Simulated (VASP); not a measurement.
# LiH (Fm-3m) in VASP: a series of runs

LiH is run at these levels: PBE exchange alone, RPBE+D3(BJ), r2SCANh; tasks: single point.

Program: VASP 6.6.1. These are calculated values, not measurements. Logs are shortened: lines on timing, memory, paths and dates and some standing lists are left out, and cuts for length are marked.

## 1. The cell of the first run

It takes space group Fm-3m (No. 225, cubic). Conventional cell: a = 4.127 Å, b = 4.127 Å, c = 4.127 Å, α = 90.00°, β = 90.00°, γ = 90.00°. Within 2.7 Å of Li (site symmetry m-3m) lie 6 H at 2.06 Å. Within 2.7 Å of H (site symmetry m-3m) lie 6 Li at 2.06 Å.

## 2. Single point, PBE exchange alone

Contents of INCAR:

```
SYSTEM = LiH
PREC = Accurate
ENCUT = 520
EDIFF = 1E-7
ISMEAR = 0
SIGMA = 0.01
LREAL = .FALSE.
LASPH = .TRUE.
NELM = 100
ALGO = Normal
ISIF = 2
LWAVE = .FALSE.
LCHARG = .TRUE.
GGA = PE
ALDAC = 0.0
AGGAC = 0.0
LELF = .TRUE.
LVHAR = .TRUE.
NBANDS = 9
```

Contents of KPOINTS:

```
regular mesh
0
G
  11 11 11
  0 0 0
```

Contents of POSCAR:

```
LiH
1.0
    0.0000000000      2.0635524157      2.0635524157
    2.0635524157      0.0000000000      2.0635524157
    2.0635524157      2.0635524157      0.0000000000
Li H
1 1
Direct
    0.0000000000      0.0000000000      0.0000000000
    0.5000000000      0.5000000000      0.5000000000
```

Potentials or basis: VASP PAW PBE potentials, release 64 (Li_sv, H).

The run is started by

```console
$ cat potpaw_PBE.64/Li_sv/POTCAR potpaw_PBE.64/H/POTCAR > POTCAR
$ mpirun -np 1 vasp_std > vasp.out
```

OUTCAR:

```text
SYSTEM = LiH
   PREC = Accurate
   ENCUT = 520
   EDIFF = 1E-7
   ISMEAR = 0
   LREAL = .FALSE.
   LASPH = .TRUE.
   NELM = 100
   ISIF = 2
   GGA = PE

 ion  position               nearest neighbor table
   1  0.000  0.000  0.000-
   2  0.500  0.500  0.500-

  LATTYP: Found a face centered cubic cell.
 ALAT       =     4.1271048314

  Lattice vectors:

 A1 = (   0.0000000000,   2.0635524157,   2.0635524157)
 A2 = (   2.0635524157,   0.0000000000,   2.0635524157)
 A3 = (   2.0635524157,   2.0635524157,   0.0000000000)

Analysis of symmetry for initial positions (statically):
=====================================================================
 Subroutine PRICEL returns:
 Original cell was already a primitive cell.

 Routine SETGRP: Setting up the symmetry group for a
 face centered cubic supercell.

 Subroutine GETGRP returns: Found 48 space group operations
 (whereof 48 operations were pure point group operations)
 out of a pool of 48 trial point group operations.

The static configuration has the point symmetry O_h .

Analysis of symmetry for dynamics (positions and initial velocities):
=====================================================================
 Subroutine PRICEL returns:
 Original cell was already a primitive cell.

 Routine SETGRP: Setting up the symmetry group for a
 face centered cubic supercell.

 Subroutine GETGRP returns: Found 48 space group operations
 (whereof 48 operations were pure point group operations)
 out of a pool of 48 trial point group operations.

The dynamic configuration has the point symmetry O_h .

 Subroutine INISYM returns: Found 48 space group operations
 (whereof 48 operations are pure point group operations),
 and found     1 'primitive' translations

----------------------------------------------------------------------------------------

                                     Primitive cell

  volume of cell :      17.5742

  direct lattice vectors                    reciprocal lattice vectors
     0.000000000  2.063552416  2.063552416    -0.242300606  0.242300606  0.242300606
     2.063552416  0.000000000  2.063552416     0.242300606 -0.242300606  0.242300606
     2.063552416  2.063552416  0.000000000     0.242300606  0.242300606 -0.242300606

  length of vectors
     2.918303813  2.918303813  2.918303813     0.419676960  0.419676960  0.419676960

  position of ions in fractional coordinates (direct lattice)
     0.000000000  0.000000000  0.000000000
[... 83 lines left out ...]
   NFREE  =      0    steps in history (QN), initial steepest desc. (CG)
   ISIF   =      2    stress and relaxation
   ISYM   =      2    0-nonsym 1-usesym 2-fastsym
   POTIM  = 0.5000    time-step for ionic-motion
   TEBEG  =    0.0;   TEEND  =   0.0 temperature during run
   PSTRESS=    0.0 pullay stress
   NELECT =       4.0000    total number of electrons
   NUPDOWN=      -1.0000    fix difference up-down
   EMIN   =  10.00;   EMAX   =-10.00  energy-range for DOS
   EFERMI =   0.00;   METHOD = LEGACY
   ISMEAR =     0;   SIGMA  =   0.01  broadening in eV -4-tet -1-fermi 0-gaus
   EFERMI_NEDOS =   21; number of points for ismear=-14 and -15
   IALGO  =     38    algorithm
   IMIX   =      4    mixing-type and parameters
     AMIX     =   0.40;   BMIX     =  1.00
     AMIX_MAG =   1.60;   BMIX_MAG =  1.00
  volume/ion in A,a.u.               =       8.79        59.30
  Fermi-wavevector in a.u.,A,eV,Ry     =   0.999546  1.888867 13.593467  0.999092
  Thomas-Fermi vector in A             =   2.131843
   LORBIT       =      0    0 simple, 1 ext, 2 COOP (PROOUT), +10 PAW based schemes
   GGA     = PE    functional components
   LHFCALC =     F    Hartree Fock is set to
   AEXX    =    0.0000 exact exchange contribution
   IVDW    =     0    specifies the selected vdW correction
   LEPSILON=     F    determine dielectric tensor
   LRPA    =     F    only Hartree local field effects (RPA)
 non-spin polarized calculation
 Gauss-broadening in eV      SIGMA  =   0.01
  energy-cutoff  :      520.00
  volume of cell :       17.57
 maximum number of plane-waves:       495
 NGX is ok and might be reduce to    24
   NGX = 11   NGY = 11   NGZ = 11

 number of electron       4.0000007 magnetization

 Free energy of the ion-electron system (eV)
  ---------------------------------------------------
  ext. energy  EPLUGINS =         0.00000000
  ---------------------------------------------------
  free energy    TOTEN  =        -5.21357672 eV

  energy without entropy =       -5.21357672  energy(sigma->0) =       -5.21357672

 E-fermi :   0.9879     XC(G=0):  -6.7561

 val. band max:        0.7494203367   @ k =  -0.4545   0.4545   0.0000
 cond. band min:       4.4619695214   @ k =  -0.4545   0.4545   0.0000
 fundamental gap:      3.7125491847
 Fermi energy:         0.9879113056

 k-point     1 :       0.0000    0.0000    0.0000
  band No.  band energies     occupation
      1     -43.9018      2.00000
      2      -4.0606      2.00000
      3      16.0564      0.00000
      4      17.8683      0.00000
      5      17.8683      0.00000
      6      17.8683      0.00000
      7      22.9341      0.00000
      8      22.9341      0.00000
      9      22.9342      0.00000
[... 265 lines left out ...]
 k-point    24 :      -0.1818    0.1818    0.0000
  band No.  band energies     occupation
      1     -43.8810      2.00000
      2      -2.6380      2.00000
      3      10.7764      0.00000
      4      11.1723      0.00000
      5      16.3755      0.00000
      6      17.7900      0.00000
      7      21.3661      0.00000
      8      23.6547      0.00000
      9      25.2658      0.00000

 [... further k-points ...]

------------------------ aborting loop because EDIFF is reached ----------------------------------------

  FORCE on cell =-STRESS in cart. coord.  units (eV):
  Direction    XX          YY          ZZ          XY          YZ          ZX
  --------------------------------------------------------------------------------------
  -------------------------------------------------------------------------------------
  Total        0.1446023      0.1446023      0.1446023     -0.0000000     -0.0000000     -0.0000000
  in kB       13.1828505     13.1828505     13.1828505     -0.0000000     -0.0000000     -0.0000000
  external PRESSURE =      13.1828505 kB  Pullay stress =       0.0000000 kB

 VOLUME and BASIS-vectors are now :
 -----------------------------------------------------------------------------
  energy-cutoff  :      520.00
  volume of cell :       17.57
      direct lattice vectors                 reciprocal lattice vectors
     0.000000000  2.063552416  2.063552416    -0.242300606  0.242300606  0.242300606
     2.063552416  0.000000000  2.063552416     0.242300606 -0.242300606  0.242300606
     2.063552416  2.063552416  0.000000000     0.242300606  0.242300606 -0.242300606

 POSITION                                       TOTAL-FORCE (eV/Angst)
 -----------------------------------------------------------------------------------
      0.00000      0.00000      0.00000         0.000000     -0.000000      0.000000
      2.06355      2.06355      2.06355        -0.000000      0.000000     -0.000000
 -----------------------------------------------------------------------------------
    total drift:                                0.000000     -0.000000     -0.000000

  FREE ENERGIE OF THE ION-ELECTRON SYSTEM (eV)
  ---------------------------------------------------
  free  energy   TOTEN  =        -5.2135767186 eV

  energy  without entropy=       -5.2135767186  energy(sigma->0) =       -5.21357672
```

OSZICAR:

```text
N       E                     dE             d eps       ncg     rms          rms(c)
DAV:   1    -0.357422008197E+00   -0.35742E+00   -0.15924E+03  1024   0.417E+02
DAV:   2    -0.546938255912E+01   -0.51120E+01   -0.50898E+01  1485   0.591E+01
DAV:   3    -0.552689908181E+01   -0.57517E-01   -0.57504E-01  1221   0.542E+00
DAV:   4    -0.552711657608E+01   -0.21749E-03   -0.21745E-03  1380   0.303E-01
DAV:   5    -0.552711754016E+01   -0.96408E-06   -0.96406E-06  1230   0.171E-02    0.336E+00
DAV:   6    -0.527862892561E+01    0.24849E+00   -0.24672E-01  1118   0.159E+00    0.163E+00
DAV:   7    -0.520888123088E+01    0.69748E-01   -0.30090E-01  1192   0.195E+00    0.275E-01
DAV:   8    -0.521369823509E+01   -0.48170E-02   -0.11463E-02  1129   0.645E-01    0.779E-02
DAV:   9    -0.521357357378E+01    0.12466E-03   -0.73692E-04  1376   0.111E-01    0.141E-02
DAV:  10    -0.521357522581E+01   -0.16520E-05   -0.37605E-05  1198   0.424E-02    0.774E-03
DAV:  11    -0.521357798536E+01   -0.27595E-05   -0.59352E-06  1208   0.133E-02    0.114E-03
DAV:  12    -0.521357630144E+01    0.16839E-05   -0.84235E-08  1340   0.265E-03    0.593E-04
DAV:  13    -0.521357669417E+01   -0.39272E-06   -0.14230E-07  1116   0.229E-03    0.153E-04
DAV:  14    -0.521357671862E+01   -0.24452E-07   -0.17269E-09   623   0.350E-04
   1 F= -.52135767E+01 E0= -.52135767E+01  d E =0.000000E+00
```

Wall time 12 s (1 thread of AMD EPYC 9R14 (Zen 4), shared host); peak memory 0.1 GiB.

What came out:

```
Free energy            : -5.2136 eV
Band gap on the k mesh : 3.71 eV, direct
```

Caveat: the cutoff is under 1.25 times the usual one of these potentials, so pressure, stress and relaxed cells hold a basis-set (Pulay) error. A k mesh can miss the band edges.

## 3. Single point, PBE exchange alone

This run uses another cell than the first one, of 8.96 Å³/atom, 1.019 times its volume.

Contents of INCAR:

```
SYSTEM = LiH
AGGAC    = 0.0          
ALDAC    = 0.0          
ALGO     = Normal         ! electronic algorithm
EDIFF    = 1E-7           ! SCF threshold, eV
ENCUT    = 520            ! plane-wave cutoff, eV
GGA      = PE             ! functional
ISIF     = 2              ! what is computed and relaxed
ISMEAR   = 0              ! smearing method
LASPH    = .TRUE.         ! aspherical terms in the spheres
LCHARG   = .FALSE.        ! write CHGCAR
LREAL    = .FALSE.        ! projectors in reciprocal space
LWAVE    = .FALSE.        ! write WAVECAR
NBANDS   = 9              ! bands
NELM     = 100            ! most SCF steps
PREC     = Accurate       ! precision mode
SIGMA    = 0.01           ! smearing width, eV
```

Contents of KPOINTS:

```
k-points
0
G
  11 11 11
  0 0 0
```

Contents of POSCAR:

```
LiH
1.0
    0.0000000000      2.0766964161      2.0766964161
    2.0766964161      0.0000000000      2.0766964161
    2.0766964161      2.0766964161      0.0000000000
Li H
1 1
Direct
    0.0000000000      0.0000000000      0.0000000000
    0.5000000000      0.5000000000      0.5000000000
```

Potentials or basis: VASP PAW PBE potentials, release 64 (Li_sv, H).

The run is started by

```console
$ cat potpaw_PBE.64/Li_sv/POTCAR potpaw_PBE.64/H/POTCAR > POTCAR
$ mpirun -np 1 vasp_std > vasp.out
```

Wall time 11 s (1 thread of AMD EPYC 9R14 (Zen 4), shared host); peak memory 0.09 GiB.

The run converged. Its results:

```yaml
Free_energy: -5.2161 eV
Band_gap_on_the_k_mesh: 3.72 eV, direct
```

Levels at points of the mesh, in eV from the valence-band top:
| k point | band 1 | band 2 | band 3 | band 4 | band 5 | band 6 | band 7 |
| --- | --- | --- | --- | --- | --- | --- | --- |
| (0.00, 0.00, 0.00) | -44.68 | -4.75 | 15.07 | 16.93 | 16.93 | 16.93 | 21.96 |

Caveat: the cutoff is under 1.25 times the usual one of these potentials, so pressure, stress and relaxed cells hold a basis-set (Pulay) error. A k mesh can miss the band edges.

## 4. Single point, RPBE+D3(BJ)

This run uses another cell than the first one, of 8.45 Å³/atom, 0.962 times its volume.

Contents of INCAR:

```
PREC = Accurate
ENCUT = 520
EDIFF = 1E-6
ISMEAR = 1
SIGMA = 0.01
LREAL = F
LASPH = T
NELM = 80
ALGO = Normal
ISIF = 2
LWAVE = F
LCHARG = F
GGA = RP
IVDW = 12
NBANDS = 9
```

Contents of KPOINTS:

```
Automatic mesh
0
Gamma
  16 16 16
```

Contents of POSCAR:

```
LiH
1.0
    0.0000000000      2.0367500000      2.0367500000
    2.0367500000      0.0000000000      2.0367500000
    2.0367500000      2.0367500000      0.0000000000
Li H
1 1
Direct
    0.0000000000      0.0000000000      0.0000000000
    0.5000000000      0.5000000000      0.5000000000
```

The run is started by

```console
$ cat potpaw_PBE.64/Li_sv/POTCAR potpaw_PBE.64/H/POTCAR > POTCAR
$ mpirun -np 1 vasp_std > vasp.out
```

Run time: 16 s. Hardware: 1 thread of AMD EPYC 9R14 (Zen 4), shared host; peak memory 0.12 GiB.

It converged, with:

```yaml
Free_energy: -7.3199 eV
Band_gap_on_the_k_mesh: 3.17 eV, direct
Dispersion_energy_per_atom: -0.650 eV
```

Levels at points of the mesh, in eV from the valence-band top:
```
           k point  band 1  band 2  band 3  band 4  band 5
(0.00, 0.00, 0.00)  -44.52   -5.19   15.53   17.73   17.73
(0.50, 0.00, 0.00)  -44.48   -2.44    4.95   13.36   16.41
(0.50, 0.50, 0.00)  -44.47    0.00    3.17   10.79   10.79
```

Caveat: the cutoff is under 1.25 times the usual one of these potentials, so pressure, stress and relaxed cells hold a basis-set (Pulay) error; three body term missing; the PAW data sets were made with another functional, which shifts forces and pressure a little. A k mesh can miss the band edges.

## 5. Single point, r2SCANh

This run uses another cell than the first one, of 8.45 Å³/atom, 0.962 times its volume.

POSCAR is that of step 4.

Contents of INCAR.step1:

```
ALGO = Normal ; EDIFF = 1E-5
ENCUT = 520 ; GGA = PE
ISIF = 2 ; ISMEAR = 0
LASPH = True ; LREAL = False
LWAVE = True ; NBANDS = 9
NELM = 100 ; PREC = Accurate
SIGMA = 0.1
```

Contents of INCAR.step2:

```
AEXX = 0.1 ; ALGO = Normal
EDIFF = 1E-6 ; ENCUT = 520
ISIF = 2 ; ISMEAR = 0
ISTART = 1 ; LASPH = True
LCHARG = True ; LELF = True
LHFCALC = True ; LMIXTAU = True
LREAL = False ; LVHAR = True
LWAVE = False ; METAGGA = R2SCAN
NBANDS = 9 ; NELM = 100
PREC = Accurate ; PRECFOCK = Normal
SIGMA = 0.1
```

Contents of KPOINTS:

```
k-points
0
Gamma
  6 6 6
```

The run is started by

```console
$ cat potpaw_PBE.64/Li_sv/POTCAR potpaw_PBE.64/H/POTCAR > POTCAR
$ cp INCAR.step1 INCAR
$ mpirun -np 1 vasp_std > vasp.out
$ cp INCAR.step2 INCAR
$ mpirun -np 1 vasp_std > vasp.out
```

Run time: 2 min. Hardware: 1 thread of AMD EPYC 9R14 (Zen 4), shared host; peak memory 0.1 GiB.

The run converged. Its results:

```yaml
Free_energy: -7.1275 eV
Band_gap_on_the_k_mesh: 4.23 eV, direct
```

Levels at points of the mesh, in eV from the valence-band top:
```csv
k point,band 1,band 2,band 3,band 4,band 5,band 6,band 7
"(0.00, 0.00, 0.00)",-46.85,-5.52,17.76,19.66,19.66,19.66,23.93
"(0.50, 0.00, 0.00)",-46.81,-2.60,6.15,15.25,18.40,18.40,20.14
"(0.50, 0.50, 0.00)",-46.80,0.00,4.23,12.23,12.23,15.39,19.13
```

Caveat: the k points lie up to 0.45 Å⁻¹ apart; the cutoff is under 1.25 times the usual one of these potentials, so pressure, stress and relaxed cells hold a basis-set (Pulay) error; the PAW data sets were made with another functional, which shifts forces and pressure a little. A k mesh can miss the band edges.

## 6. Summary

| level | cell | k mesh | smearing | grid for exact exchange (PRECFOCK) | gap on the mesh (eV) |
| --- | --- | --- | --- | --- | --- |
| PBE exchange alone | a = 2.918 Å, angles 60.0°, 2 atoms | 11 × 11 × 11 | gaussian 0.01 eV | - | 3.71 |
| PBE exchange alone | a = 2.937 Å, angles 60.0°, 2 atoms | 11 × 11 × 11 | gaussian 0.01 eV | - | 3.72 |
| RPBE+D3(BJ) | a = 2.880 Å, angles 60.0°, 2 atoms | 16 × 16 × 16 | methfessel-paxton 0.01 eV | - | 3.17 |
| r2SCANh | a = 2.880 Å, angles 60.0°, 2 atoms | 6 × 6 × 6 | gaussian 0.1 eV | Normal | 4.23 |

Alike in all rows: task single point; potentials or basis VASP PAW PBE potentials, release 64 (Li_sv, H); no spin polarisation; cutoff (eV) 520.

Caveats: some runs use coarse meshes; the cutoff is under 1.25 times the usual one of these potentials, so pressure, stress and relaxed cells hold a basis-set (Pulay) error; the PAW data sets were made with another functional, which shifts forces and pressure a little (some runs); three body term missing (some runs).

Absolute energies hang on the potentials; compare differences alone.
